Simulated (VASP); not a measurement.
# GaSb (Immm) in VASP: further runs

Aim: see how the results for GaSb move with the level of theory and the settings. Levels: HSE06, PBE, PBEsol. Tasks: single point.

All numbers are computed with VASP 6.6.1; they aren't measurements. Logs are shortened: lines on timing, memory, paths and dates and some standing lists are left out, and cuts for length are marked.

**1. The cell of the first run**

The structure is orthorhombic, space group Immm (No. 71). Conventional cell: a = 3.374 Å, b = 4.817 Å, c = 5.671 Å, α = 90.00°, β = 90.00°, γ = 90.00°. Within 3.7 Å of Sb (site symmetry mmm) lie 6 Ga at 2.84 to 2.94 Å and 2 Sb at 3.37 Å. Within 3.7 Å of Ga (site symmetry mmm) lie 6 Sb at 2.84 to 2.94 Å and 2 Ga at 3.37 Å.

**2. Single point, HSE06**

Contents of POSCAR:

```
GaSb
1.0
   -1.6870107864      2.4083222392      2.8353899683
    1.6870107864     -2.4083222392      2.8353899683
    1.6870107864      2.4083222392     -2.8353899683
Sb Ga
1 1
Direct
    0.5000000000      0.5000000000      0.0000000000
    0.0000000000      0.0000000000      0.0000000000
```

Contents of INCAR.step1:

```
ALGO = Normal
EDIFF = 1E-5
ENCUT = 400
GGA = PE
GGA_COMPAT = F
ISIF = 2
ISMEAR = -1
LASPH = T
LREAL = F
LWAVE = T
NBANDS = 16
NELM = 120
PREC = Accurate
SIGMA = 0.05
```

Contents of INCAR.step2:

```
ALGO = Normal
EDIFF = 1E-6
ENCUT = 400
GGA = PE
GGA_COMPAT = F
HFSCREEN = 0.2079
ISIF = 2
ISMEAR = -1
ISTART = 1
LASPH = T
LCHARG = T
LELF = T
LHFCALC = T
LREAL = F
LVHAR = T
LWAVE = F
NBANDS = 16
NELM = 120
PREC = Accurate
PRECFOCK = Normal
SIGMA = 0.05
```

Contents of KPOINTS:

```
k-points
0
Gamma
  5 5 5
```

Potentials or basis: VASP PAW PBE potentials, release 64 (Sb, Ga_d).

The run is started by

```bash
cat potpaw_PBE.64/Sb/POTCAR potpaw_PBE.64/Ga_d/POTCAR > POTCAR
cp INCAR.step1 INCAR
mpirun -np 1 vasp_std > vasp.out
cp INCAR.step2 INCAR
mpirun -np 1 vasp_std > vasp.out
```

OUTCAR:

```text
EDIFF = 1E-6
   ENCUT = 400
   GGA = PE
   HFSCREEN = 0.2079
   ISIF = 2
   ISMEAR = -1
   ISTART = 1
   LASPH = T
   LHFCALC = T
   LREAL = F
   NELM = 120
   PREC = Accurate
   PRECFOCK = Normal

 ion  position               nearest neighbor table
   1  0.500  0.500  0.000-   2 2.84   2 2.84   2 2.94   2 2.94   2 2.94   2 2.94
   2  0.000  0.000  0.000-   1 2.84   1 2.84   1 2.94   1 2.94   1 2.94   1 2.94

  LATTYP: Found a body centered orthorhombic cell.
 ALAT       =     3.3740215728
 B/A-ratio  =     1.4275677776
 C/A-ratio  =     1.6807183399

  Lattice vectors:

 A1 = (  -1.6870107864,   2.4083222392,   2.8353899683)
 A2 = (   1.6870107864,  -2.4083222392,   2.8353899683)
 A3 = (   1.6870107864,   2.4083222392,  -2.8353899683)

Analysis of symmetry for initial positions (statically):
=====================================================================
 Subroutine PRICEL returns:
 Original cell was already a primitive cell.

 Routine SETGRP: Setting up the symmetry group for a
 body centered orthorhombic supercell.

 Subroutine GETGRP returns: Found  8 space group operations
 (whereof  8 operations were pure point group operations)
 out of a pool of  8 trial point group operations.

The static configuration has the point symmetry D_2h.

Analysis of symmetry for dynamics (positions and initial velocities):
=====================================================================
 Subroutine PRICEL returns:
 Original cell was already a primitive cell.

 Routine SETGRP: Setting up the symmetry group for a
 body centered orthorhombic supercell.

 Subroutine GETGRP returns: Found  8 space group operations
 (whereof  8 operations were pure point group operations)
 out of a pool of  8 trial point group operations.

The dynamic configuration has the point symmetry D_2h.

 Subroutine INISYM returns: Found  8 space group operations
 (whereof  8 operations are pure point group operations),
 and found     1 'primitive' translations

----------------------------------------------------------------------------------------

                                     Primitive cell

  volume of cell :      46.0792

  direct lattice vectors                    reciprocal lattice vectors
    -1.687010786  2.408322239  2.835389968     0.000000000  0.207613413  0.176342586
     1.687010786 -2.408322239  2.835389968     0.296382219  0.000000000  0.176342586
     1.687010786  2.408322239 -2.835389968     0.296382219  0.207613413  0.000000000

  length of vectors
     4.084783675  4.084783675  4.084783675     0.272396837  0.344875524  0.361864269

  position of ions in fractional coordinates (direct lattice)
     0.500000000  0.500000000  0.000000000
     0.000000000  0.000000000  0.000000000

  ion indices of the primitive-cell ions
   primitive index   ion index
                 1           1
                 2           2

----------------------------------------------------------------------------------------

 KPOINTS: k-points

Automatic generation of k-mesh.
 Grid dimensions read from file:
 generate k-points for:    5    5    5

 Generating k-lattice:

  Cartesian coordinates                     Fractional coordinates (reciprocal lattice)
     0.000000000  0.041522683  0.035268517     0.200000000 -0.000000000  0.000000000
     0.059276444  0.000000000  0.035268517    -0.000000000  0.200000000  0.000000000
     0.059276444  0.041522683  0.000000000     0.000000000  0.000000000  0.200000000

  Length of vectors
     0.054479367  0.068975105  0.072372854

  Shift w.r.t. Gamma in fractional coordinates (k-lattice)
     0.000000000  0.000000000  0.000000000

 Subroutine IBZKPT returns following result:
 ===========================================

 Found     27 irreducible k-points:

 Following reciprocal coordinates:
            Coordinates               Weight
  0.000000  0.000000  0.000000      1.000000
  0.200000 -0.000000  0.000000      4.000000
  0.400000 -0.000000  0.000000      4.000000
 -0.000000  0.200000  0.000000      4.000000
  0.200000  0.200000  0.000000      8.000000
  0.400000  0.200000  0.000000      8.000000
[... 16 lines left out ...]
 -0.400000 -0.200000  0.200000      4.000000
 -0.200000 -0.200000  0.200000      2.000000
 [... further k-points ...]
   k-points           NKPTS =     27   k-points in BZ     NKDIM =    125   number of bands    NBANDS=     16
   number of dos      NEDOS =    301   number of ions     NIONS =      2
   total plane-waves  NPLWV =  21952
   dimension x,y,z NGX =    28 NGY =   28 NGZ =   28
   dimension x,y,z NGXF=    56 NGYF=   56 NGZF=   56
   ions per type =               1   1
   NGX,Y,Z   is equivalent  to a cutoff of  11.40, 11.40, 11.40 a.u.
   NGXF,Y,Z  is equivalent  to a cutoff of  22.79, 22.79, 22.79 a.u.
 SYSTEM =  unknown system
   PREC   = accura    normal or accurate (medium, high low for compatibility)
   ISTART =      1    job   : 0-new  1-cont  2-samecut
   ICHARG =      0    charge: 1-file 2-atom 10-const
   ISPIN  =      1    spin polarized calculation?
   LNONCOLLINEAR =      F non collinear calculations
   LSORBIT =      F    spin-orbit coupling
   LASPH  =      T    aspherical Exc in radial PAW
   ENCUT  =  400.0 eV  29.40 Ry    5.42 a.u.   6.66  6.66  6.66*2*pi/ulx,y,z
   NELM   =    120;   NELMIN=  2; NELMDL=  0     # of ELM steps
   EDIFF  = 0.1E-05   stopping-criterion for ELM
   LREAL  =      F    real-space projection
   EDIFFG = 0.1E-04   stopping-criterion for IOM
   NSW    =      0    number of steps for IOM
   IBRION =     -1    ionic relax: 0-MD 1-quasi-New 2-CG
   NFREE  =      0    steps in history (QN), initial steepest desc. (CG)
   ISIF   =      2    stress and relaxation
   ISYM   =      3    0-nonsym 1-usesym 2-fastsym
   POTIM  = 0.5000    time-step for ionic-motion
   TEBEG  =    0.0;   TEEND  =   0.0 temperature during run
   PSTRESS=    0.0 pullay stress
   NELECT =      18.0000    total number of electrons
   NUPDOWN=      -1.0000    fix difference up-down
   EMIN   =  10.00;   EMAX   =-10.00  energy-range for DOS
   EFERMI =   0.00;   METHOD = LEGACY
   ISMEAR =    -1;   SIGMA  =   0.05  broadening in eV -4-tet -1-fermi 0-gaus
   EFERMI_NEDOS =   21; number of points for ismear=-14 and -15
   IALGO  =     38    algorithm
   IMIX   =      1    mixing-type and parameters
     AMIX     =   0.40;   BMIX     =  1.00
     AMIX_MAG =   1.60;   BMIX_MAG =  1.00
  volume/ion in A,a.u.               =      23.04       155.48
  Fermi-wavevector in a.u.,A,eV,Ry     =   1.196733  2.261497 19.485853  1.432170
  Thomas-Fermi vector in A             =   2.332666
   LORBIT       =      0    0 simple, 1 ext, 2 COOP (PROOUT), +10 PAW based schemes
   GGA     = PE    functional components
   LHFCALC =     T    Hartree Fock is set to
   PRECFOCK=normal    Normal, Fast or Accurate (Low or Medium for compatibility)
   ENCUT4O =  -1.0   cutoff for four orbital integrals eV
   NKREDX  =     1    reduce k-point grid by
   NKREDY  =     1    reduce k-point grid by
   NKREDZ  =     1    reduce k-point grid by
   AEXX    =    0.2500 exact exchange contribution
   HFSCREEN=    0.2079 screening length (either q_TF or 0.3 A-1)
   HFSCREENC=   0.2079 screening length for correlation (either q_TF or 0.3 A-1)
   ENCUTFOCK=  -1.0 apply spherical cutoff to Coloumb kernel
   IVDW    =     0    specifies the selected vdW correction
   LEPSILON=     F    determine dielectric tensor
   LRPA    =     F    only Hartree local field effects (RPA)
 non-spin polarized calculation
  energy-cutoff  :      400.00
  volume of cell :       46.08
 maximum number of plane-waves:       850
  NGX = 20; NGY = 20; NGZ = 20

 number of electron      17.9999985 magnetization

 Free energy of the ion-electron system (eV)
  ---------------------------------------------------
  ext. energy  EPLUGINS =         0.00000000
  ---------------------------------------------------
  free energy    TOTEN  =        -8.33899399 eV

  energy without entropy =       -8.33184347  energy(sigma->0) =       -8.33541873

 E-fermi :   6.8115     XC(G=0):  -8.6498

 val. band max:        6.7464480456   @ k =   0.4000  -0.0000   0.0000
 cond. band min:       6.8302423835   @ k =  -0.2000   0.4000   0.0000
 fundamental gap:      0.0837943380
 Fermi energy:         6.8115246936

 k-point     1 :       0.0000    0.0000    0.0000
  band No.  band energies     occupation
      1     -10.9322      2.00000
      2     -10.8934      2.00000
      3     -10.8796      2.00000
      4     -10.8680      2.00000
      5     -10.8515      2.00000
      6      -6.7605      2.00000
[... 8 lines left out ...]
     15      15.9568      0.00000
     16      16.9675      0.00000

 k-point     2 :       0.2000   -0.0000    0.0000
  band No.  band energies     occupation
      1     -10.9325      2.00000
      2     -10.8942      2.00000
      3     -10.8863      2.00000
      4     -10.8638      2.00000
      5     -10.8497      2.00000
      6      -6.3051      2.00000
[... 8 lines left out ...]
     15      15.3599      0.00000
     16      18.2401      0.00000

 k-point     3 :       0.4000   -0.0000    0.0000
  band No.  band energies     occupation
      1     -10.9344      2.00000
      2     -10.8961      2.00000
      3     -10.8958      2.00000
      4     -10.8569      2.00000
      5     -10.8464      2.00000
      6      -5.0892      2.00000
[... 8 lines left out ...]
     15      16.3073      0.00000
     16      18.6415      0.00000

 k-point     4 :      -0.0000    0.2000    0.0000
  band No.  band energies     occupation
      1     -10.9099      2.00000
      2     -10.9060      2.00000
      3     -10.8861      2.00000
      4     -10.8609      2.00000
      5     -10.8607      2.00000
      6      -5.9997      2.00000
[... 8 lines left out ...]
     15      14.2846      0.00000
     16      19.2445      0.00000
[... 324 lines left out ...]
 k-point    22 :       0.4000   -0.2000    0.2000
  band No.  band energies     occupation
      1     -10.9391      2.00000
      2     -10.9078      2.00000
      3     -10.8939      2.00000
      4     -10.8508      2.00000
      5     -10.8446      2.00000
      6      -4.4669      2.00000
[... 8 lines left out ...]
     15      18.0077      0.00000
     16      19.0400      0.00000

 k-point    23 :      -0.4000   -0.2000    0.2000
  band No.  band energies     occupation
      1     -10.9375      2.00000
      2     -10.9140      2.00000
      3     -10.8910      2.00000
      4     -10.8500      2.00000
      5     -10.8450      2.00000
      6      -4.8801      2.00000
[... 8 lines left out ...]
     15      18.4725      0.00000
     16      20.1597      0.00000

 k-point    24 :      -0.2000   -0.2000    0.2000
  band No.  band energies     occupation
      1     -10.9326      2.00000
      2     -10.9014      2.00000
      3     -10.8907      2.00000
      4     -10.8580      2.00000
      5     -10.8483      2.00000
      6      -5.9950      2.00000
[... 8 lines left out ...]
     15      16.2952      0.00000
     16      18.6068      0.00000

 [... further k-points ...]

------------------------ aborting loop because EDIFF is reached ----------------------------------------

  FORCE on cell =-STRESS in cart. coord.  units (eV):
  Direction    XX          YY          ZZ          XY          YZ          ZX
  --------------------------------------------------------------------------------------
  -------------------------------------------------------------------------------------
  Total       -0.2402771     -0.2111802     -0.2242689     -0.0000000      0.0000000      0.0000000
  in kB       -8.3544476     -7.3427448     -7.7978403     -0.0000000      0.0000000      0.0000000
  external PRESSURE =      -7.8316776 kB  Pullay stress =       0.0000000 kB

 VOLUME and BASIS-vectors are now :
 -----------------------------------------------------------------------------
  energy-cutoff  :      400.00
  volume of cell :       46.08
      direct lattice vectors                 reciprocal lattice vectors
    -1.687010786  2.408322239  2.835389968     0.000000000  0.207613413  0.176342586
     1.687010786 -2.408322239  2.835389968     0.296382219  0.000000000  0.176342586
     1.687010786  2.408322239 -2.835389968     0.296382219  0.207613413  0.000000000

 POSITION                                       TOTAL-FORCE (eV/Angst)
 -----------------------------------------------------------------------------------
      0.00000      0.00000      2.83539         0.000000      0.000000     -0.000000
      0.00000      0.00000      0.00000         0.000000     -0.000000      0.000000
 -----------------------------------------------------------------------------------
    total drift:                                0.000095     -0.000242     -0.000113

  FREE ENERGIE OF THE ION-ELECTRON SYSTEM (eV)
  ---------------------------------------------------
  free  energy   TOTEN  =        -8.3389939905 eV

  energy  without entropy=       -8.3318434727  energy(sigma->0) =       -8.33541873
```

Wall time 31 min (1 thread of Intel Xeon Platinum 8488C (Sapphire Rapids), shared host); peak memory 0.28 GiB.

What came out:

```
Free energy            : -8.3390 eV
Pressure               : -0.8 GPa
Band gap on the k mesh : zero (bands 9 and 10 overlap by 5.39 eV)
```

Stress tensor (GPa, compression positive):
```
-0.84  0.00  0.00
 0.00 -0.73  0.00
 0.00  0.00 -0.78
```

Caveat: the k points lie up to 0.43 Å⁻¹ apart, too coarse for converged energies and pressures of a metal; the PAW data sets were made with another functional, which shifts forces and pressure a little; spin-orbit coupling is left out, which moves the levels of the heavy elements.

(Part 1 of 2 ends here.)
